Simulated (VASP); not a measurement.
# Ca2SnN (Cmmm) in VASP: further runs

Runs on Ca2SnN. Level: PBE. Tasks: single point, relaxation of cell and atoms.

Everything below comes from runs of VASP 6.6.1. Logs are shortened: lines on timing, memory, paths and dates and some standing lists are left out, and cuts for length are marked.

## (1) The cell of the first run

Symmetry: Cmmm, No. 65, orthorhombic system. The conventional cell has a = 5.347 Å, b = 5.933 Å, c = 3.405 Å, α = 90.00°, β = 90.00°, γ = 90.00°. Ca (site symmetry mmm) has 2 Ca at 1.70 Å within 2.3 Å. Ca (site symmetry mmm) has 2 Ca at 1.70 Å within 2.3 Å. Within 2.3 Å of Sn (site symmetry mmm) lie 2 N at 1.70 Å. Within 2.3 Å of N (site symmetry mmm) lie 2 Sn at 1.70 Å.

The cell was generated, and may not be a known phase.

## (2) Single point, PBE

INCAR

```
SYSTEM = Ca2SnN
ALGO     = Normal         ! electronic algorithm
EDIFF    = 1E-7           ! SCF threshold, eV
ENCUT    = 520            ! plane-wave cutoff, eV
GGA      = PE             ! functional
ISIF     = 2              ! what is computed and relaxed
ISMEAR   = 0              ! smearing method
LASPH    = .True.         ! aspherical terms in the spheres
LCHARG   = .False.        ! write CHGCAR
LREAL    = .False.        ! projectors in reciprocal space
LWAVE    = .False.        ! write WAVECAR
NBANDS   = 28             ! bands
NELM     = 60             ! most SCF steps
PREC     = Accurate       ! precision mode
SIGMA    = 0.1            ! smearing width, eV
```

KPOINTS

```
k-points
0
Gamma
  4 4 6
  0 0 0
```

POSCAR

```
Ca2SnN
1.0
    2.6735165100     -2.9667121900      0.0000000000
    2.6735165100      2.9667121900      0.0000000000
    0.0000000000      0.0000000000      3.4048949900
Ca Sn N
2 1 1
Direct
    0.0000000000      0.0000000000      0.5000000000
    0.0000000000      0.0000000000      0.0000000000
    0.5000000000      0.5000000000      0.5000000000
    0.5000000000      0.5000000000      0.0000000000
```

Potentials or basis: VASP PAW PBE potentials, release 64 (Ca_sv, Sn_d, N).

Run with:

```bash
$ cat potpaw_PBE.64/Ca_sv/POTCAR potpaw_PBE.64/Sn_d/POTCAR potpaw_PBE.64/N/POTCAR > POTCAR
$ mpirun -np 1 vasp_std > vasp.out
```

OUTCAR:

```text
SYSTEM = Ca2SnN
   EDIFF = 1E-7
   ENCUT = 520
   GGA = PE
   ISIF = 2
   ISMEAR = 0
   LASPH = .True.
   LREAL = .False.
   NELM = 60
   PREC = Accurate

 ion  position               nearest neighbor table
   1  0.000  0.000  0.500-   2 1.70   2 1.70   3 2.67   3 2.67   3 2.97   3 2.97
   2  0.000  0.000  0.000-   1 1.70   1 1.70   3 3.17   3 3.17   3 3.17   3 3.17   3 3.42   3 3.42
                             3 3.42   3 3.42
   3  0.500  0.500  0.500-   4 1.70   4 1.70   1 2.67   1 2.67   1 2.97   1 2.97   2 3.17   2 3.17
                             2 3.17   2 3.17   2 3.42   2 3.42   2 3.42   2 3.42
   4  0.500  0.500  0.000-   3 1.70   3 1.70

  LATTYP: Found a base centered orthorhombic cell.
 ALAT       =     5.3470330200
 B/A-ratio  =     1.1096666802
 C/A-ratio  =     0.6367821140

  Lattice vectors:

 A1 = (   2.6735165100,  -2.9667121900,   0.0000000000)
 A2 = (   2.6735165100,   2.9667121900,   0.0000000000)
 A3 = (   0.0000000000,   0.0000000000,   3.4048949900)

Analysis of symmetry for initial positions (statically):
=====================================================================
 Subroutine PRICEL returns:
 Original cell was already a primitive cell.

 Routine SETGRP: Setting up the symmetry group for a
 base centered orthorhombic supercell.

 Subroutine GETGRP returns: Found  8 space group operations
 (whereof  8 operations were pure point group operations)
 out of a pool of  8 trial point group operations.

The static configuration has the point symmetry D_2h.

Analysis of symmetry for dynamics (positions and initial velocities):
=====================================================================
 Subroutine PRICEL returns:
 Original cell was already a primitive cell.

 Routine SETGRP: Setting up the symmetry group for a
 base centered orthorhombic supercell.

 Subroutine GETGRP returns: Found  8 space group operations
 (whereof  8 operations were pure point group operations)
 out of a pool of  8 trial point group operations.

The dynamic configuration has the point symmetry D_2h.

 Subroutine INISYM returns: Found  8 space group operations
 (whereof  8 operations are pure point group operations),
 and found     1 'primitive' translations

----------------------------------------------------------------------------------------

[... 94 lines left out ...]
   ENCUT  =  520.0 eV  38.22 Ry    6.18 a.u.   7.43  7.43  6.33*2*pi/ulx,y,z
   NELM   =     60;   NELMIN=  2; NELMDL= -5     # of ELM steps
   EDIFF  = 0.1E-06   stopping-criterion for ELM
   LREAL  =      F    real-space projection
   EDIFFG = 0.1E-05   stopping-criterion for IOM
   NSW    =      0    number of steps for IOM
   IBRION =     -1    ionic relax: 0-MD 1-quasi-New 2-CG
   NFREE  =      0    steps in history (QN), initial steepest desc. (CG)
   ISIF   =      2    stress and relaxation
   ISYM   =      2    0-nonsym 1-usesym 2-fastsym
   POTIM  = 0.5000    time-step for ionic-motion
   TEBEG  =    0.0;   TEEND  =   0.0 temperature during run
   PSTRESS=    0.0 pullay stress
   NELECT =      39.0000    total number of electrons
   NUPDOWN=      -1.0000    fix difference up-down
   EMIN   =  10.00;   EMAX   =-10.00  energy-range for DOS
   EFERMI =   0.00;   METHOD = LEGACY
   ISMEAR =     0;   SIGMA  =   0.10  broadening in eV -4-tet -1-fermi 0-gaus
   EFERMI_NEDOS =   21; number of points for ismear=-14 and -15
   IALGO  =     38    algorithm
   IMIX   =      4    mixing-type and parameters
     AMIX     =   0.40;   BMIX     =  1.00
     AMIX_MAG =   1.60;   BMIX_MAG =  1.00
  volume/ion in A,a.u.               =      13.50        91.12
  Fermi-wavevector in a.u.,A,eV,Ry     =   1.468698  2.775436 29.348752  2.157072
  Thomas-Fermi vector in A             =   2.584164
   LORBIT       =      0    0 simple, 1 ext, 2 COOP (PROOUT), +10 PAW based schemes
   GGA     = PE    functional components
   LHFCALC =     F    Hartree Fock is set to
   AEXX    =    0.0000 exact exchange contribution
   IVDW    =     0    specifies the selected vdW correction
   LEPSILON=     F    determine dielectric tensor
   LRPA    =     F    only Hartree local field effects (RPA)
 non-spin polarized calculation
 Gauss-broadening in eV      SIGMA  =   0.10
  energy-cutoff  :      520.00
  volume of cell :       54.01
 maximum number of plane-waves:      1472
 NGX is ok and might be reduce to    30
   NGX = 15   NGY = 15   NGZ = 13

 number of electron      38.9999999 magnetization

 Free energy of the ion-electron system (eV)
  ---------------------------------------------------
  ext. energy  EPLUGINS =         0.00000000
  ---------------------------------------------------
  free energy    TOTEN  =         7.24606635 eV

  energy without entropy =        7.25549789  energy(sigma->0) =        7.25078212

 E-fermi :   9.2438     XC(G=0): -11.7631

 val. band max:        9.1959603630   @ k =   0.5000   0.5000   0.0000
 cond. band min:       9.2467714662   @ k =   0.5000   0.2500   0.1667
 fundamental gap:      0.0508111032
 Fermi energy:         9.2437570980

 k-point     1 :       0.0000    0.0000    0.0000
  band No.  band energies     occupation
      1     -34.5041      2.00000
      2     -26.3661      2.00000
      3     -20.5752      2.00000
      4     -15.1378      2.00000
      5     -13.9159      2.00000
      6     -13.7388      2.00000
[... 733 lines left out ...]
     27      15.7733      0.00000
     28      16.3384      0.00000

 [... further k-points ...]

------------------------ aborting loop because EDIFF is reached ----------------------------------------

  FORCE on cell =-STRESS in cart. coord.  units (eV):
  Direction    XX          YY          ZZ          XY          YZ          ZX
  --------------------------------------------------------------------------------------
  -------------------------------------------------------------------------------------
  Total       13.1427660      4.0405561    142.9598363     -0.0000000      0.0000000      0.0000000
  in kB      389.8570142    119.8559826   4240.6518603     -0.0000000      0.0000000      0.0000000
  external PRESSURE =    1583.4549523 kB  Pullay stress =       0.0000000 kB

 VOLUME and BASIS-vectors are now :
 -----------------------------------------------------------------------------
  energy-cutoff  :      520.00
  volume of cell :       54.01
      direct lattice vectors                 reciprocal lattice vectors
     2.673516510 -2.966712190  0.000000000     0.187019604 -0.168536740  0.000000000
     2.673516510  2.966712190  0.000000000     0.187019604  0.168536740  0.000000000
     0.000000000  0.000000000  3.404894990     0.000000000  0.000000000  0.293694814

 POSITION                                       TOTAL-FORCE (eV/Angst)
 -----------------------------------------------------------------------------------
      0.00000      0.00000      1.70245        -0.000000     -0.000000      0.000000
      0.00000      0.00000      0.00000        -0.000000     -0.000000      0.000000
      2.67352      0.00000      1.70245         0.000000      0.000000      0.000000
      2.67352      0.00000      0.00000        -0.000000     -0.000000      0.000000
 -----------------------------------------------------------------------------------
    total drift:                                0.000000      0.000000      0.000000

  FREE ENERGIE OF THE ION-ELECTRON SYSTEM (eV)
  ---------------------------------------------------
  free  energy   TOTEN  =         7.2460663475 eV

  energy  without entropy=        7.2554978939  energy(sigma->0) =        7.25078212
```

OSZICAR:

```text
N       E                     dE             d eps       ncg     rms          rms(c)
DAV:   1     0.452941055008E+03    0.45294E+03   -0.20194E+04  1576   0.193E+03
DAV:   2     0.396326534436E+02   -0.41331E+03   -0.40000E+03  1624   0.504E+02
DAV:   3    -0.554853020260E+00   -0.40188E+02   -0.39321E+02  2164   0.145E+02
DAV:   4    -0.281986111202E+01   -0.22650E+01   -0.22476E+01  2356   0.307E+01
DAV:   5    -0.289701566311E+01   -0.77155E-01   -0.77042E-01  2228   0.480E+00    0.165E+01
DAV:   6     0.681687763789E+01    0.97139E+01   -0.64100E+01  2036   0.561E+01    0.816E+00
DAV:   7     0.707965309077E+01    0.26278E+00   -0.48632E+00  1940   0.159E+01    0.472E+00
DAV:   8     0.720405354575E+01    0.12440E+00   -0.58836E-01  2192   0.573E+00    0.288E+00
DAV:   9     0.724443647940E+01    0.40383E-01   -0.98335E-02  2440   0.222E+00    0.443E-01
DAV:  10     0.724629416738E+01    0.18577E-02   -0.18150E-02  2260   0.952E-01    0.184E-01
DAV:  11     0.724608689702E+01   -0.20727E-03   -0.26525E-03  2336   0.653E-01    0.564E-02
DAV:  12     0.724606929248E+01   -0.17605E-04   -0.36960E-04  2364   0.265E-01    0.195E-02
DAV:  13     0.724606496033E+01   -0.43321E-05   -0.30459E-05  2000   0.414E-02    0.736E-03
DAV:  14     0.724606597141E+01    0.10111E-05   -0.75674E-06  2028   0.199E-02    0.355E-03
DAV:  15     0.724606629794E+01    0.32654E-06   -0.71185E-07  2004   0.706E-03    0.192E-03
DAV:  16     0.724606642290E+01    0.12495E-06   -0.19751E-07  1432   0.397E-03    0.185E-04
DAV:  17     0.724606634746E+01   -0.75443E-07   -0.21879E-08   988   0.121E-03
   1 F= 0.72460663E+01 E0= 0.72507821E+01  d E =-.943155E-02
```

Run time: 31 s. Hardware: 1 thread of Intel Xeon Platinum 8559C (Emerald Rapids), shared host; peak memory 0.19 GiB.

Results:

```yaml
Free_energy: 7.2461 eV
Pressure: 158.3 GPa
Band_gap_on_the_k_mesh: zero (an odd number of electrons rules out a gap without spin polarisation)
```

Levels at points of the mesh, in eV from the Fermi level:
```
           k point  band 17  band 18  band 19  band 20  band 21  band 22
(0.00, 0.00, 0.00)    -5.37    -3.94    -1.49    -1.42    -1.18     1.34
(0.50, 0.00, 0.00)    -6.09    -1.49    -1.33    -1.27    -0.42     1.58
(0.50, 0.50, 0.00)    -6.10    -1.75    -1.62    -1.59    -0.05     1.53
(0.00, 0.00, 0.50)    -3.29     0.96     1.15     1.30     1.42     1.44
(0.50, 0.00, 0.50)    -3.72    -3.30    -0.57     3.12     3.16     3.74
(0.50, 0.50, 0.50)    -3.84    -1.73    -1.00     3.31     4.00     4.45
```

Caveat: the k points lie up to 0.40 Å⁻¹ apart, too coarse for converged energies and pressures of a metal; atoms lie so close that the PAW spheres overlap strongly, which falsifies energies and pressures; spin-orbit coupling is left out, which moves the levels of the heavy elements.

## (3) Relaxation of cell and atoms, PBE

INCAR

```
SYSTEM = Ca2SnN
PREC     = Accurate       ! precision mode
ENCUT    = 600            ! plane-wave cutoff, eV
EDIFF    = 1E-6           ! SCF threshold, eV
ISMEAR   = 0              ! smearing method
SIGMA    = 0.1            ! smearing width, eV
LREAL    = .FALSE.        ! projectors in reciprocal space
LASPH    = .TRUE.         ! aspherical terms in the spheres
NELM     = 100            ! most SCF steps
ALGO     = Normal         ! electronic algorithm
ISIF     = 3              ! what is computed and relaxed
LWAVE    = .FALSE.        ! write WAVECAR
LCHARG   = .FALSE.        ! write CHGCAR
GGA      = PE             ! functional
IBRION   = 2              ! ionic algorithm
NSW      = 90             ! ionic steps
EDIFFG   = -0.04          ! ionic threshold
```

KPOINTS

```
Automatic mesh
0
G
  4 4 6
  0 0 0
```

POSCAR is that of step 2.

Potentials or basis: VASP PAW PBE potentials, release 64 (Ca_sv, Sn_d, N).

Run with:

```bash
$ cat potpaw_PBE.64/Ca_sv/POTCAR potpaw_PBE.64/Sn_d/POTCAR potpaw_PBE.64/N/POTCAR > POTCAR
$ mpirun -np 1 vasp_std > vasp.out
```

Wall time 8.2 min (1 thread of Oxide Virtual Turin-like, shared host); peak memory 0.17 GiB.

The run converged. Its results:

```
Free energy                           : -13.0338 eV
Relaxed volume                        : 23.36 Å³/atom
Relaxed cell                          : a = 4.000 Å, b = 4.000 Å, c = 5.841 Å, α = 90.00°, β = 90.00°, γ = 90.08°
Space group after relaxing (to 0.1 Å) : P4/mmm (No. 123)
Pressure after relaxing               : 0.0 GPa
Band gap on the k mesh                : zero (an odd number of electrons rules out a gap without spin polarisation)
```

Final structure:
```xyz
4
Lattice="2.8263 -2.8303 0.0000 2.8263 2.8303 0.0000 0.0000 0.0000 5.8411" Properties=species:S:1:pos:R:3 pbc="T T T"
Ca    5.6526    0.0000    2.9205
Ca    2.8263    2.8303    0.0000
Sn    2.8263    0.0000    2.9205
N     2.8263    0.0000    0.0000
```

Levels at points of the mesh, in eV from the Fermi level:
| k point | band 15 | band 16 | band 17 | band 18 | band 19 | band 20 | band 21 | band 22 | band 23 |
| --- | --- | --- | --- | --- | --- | --- | --- | --- | --- |
| (0.00, 0.00, 0.00) | -7.54 | -2.78 | -0.61 | -0.60 | 0.02 | 0.76 | 1.86 | 1.86 | 2.37 |
| (0.50, 0.00, 0.00) | -6.09 | -3.65 | -2.79 | -1.33 | -1.25 | 0.32 | 0.57 | 1.65 | 2.07 |
| (0.50, 0.50, 0.00) | -6.06 | -2.16 | -2.16 | -1.76 | -0.12 | -0.11 | 0.21 | 0.37 | 0.37 |
| (0.00, 0.00, 0.50) | -7.93 | -0.98 | -0.52 | -0.52 | -0.42 | 1.05 | 1.62 | 1.62 | 2.37 |
| (0.50, 0.00, 0.50) | -6.59 | -3.00 | -2.30 | -1.00 | -0.42 | -0.09 | -0.02 | 1.91 | 2.28 |
| (0.50, 0.50, 0.50) | -6.48 | -1.58 | -1.58 | -1.48 | -1.47 | 0.08 | 2.05 | 2.13 | 2.13 |

Caveat: the k points lie up to 0.39 Å⁻¹ apart in the final cell, too coarse for converged energies and pressures of a metal; the volume moved by over 15 % at a fixed basis, so the end points are rough; spin-orbit coupling is left out, which moves the levels of the heavy elements.

The gap in the log of VASP goes by the Fermi energy; the results here count the filled bands.